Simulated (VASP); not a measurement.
Cu:

```
CELL_PARAMETERS angstrom
0.00000 1.78169 1.78169
1.78169 0.00000 1.78169
1.78169 1.78169 0.00000
ATOMIC_POSITIONS crystal
Cu 0.00000 0.00000 0.00000
```

Base run:

- Program: VASP 6.6.1
- Functional: PBEsol
- Potentials or basis: VASP PAW PBE potentials, release 64 (Cu)
- Cutoff: 520 eV
- k mesh: 20 × 20 × 20
- Occupations: gaussian, width 0.1 eV
- Spin: no spin polarisation

Its results: pressure 0.7 GPa.

Task: The run is repeated on the same cell with these changes: functional from PBEsol to r2SCAN; further incar settings from ALGO = Fast; EDIFF = 1e-06; NBANDS = 12 to ALGO = Normal; EDIFF = 1e-06; NBANDS = 12. What comes out?

Result: Pressure 2.4 GPa.

Caveats: the PAW data sets were made with another functional, which shifts forces and pressure a little.
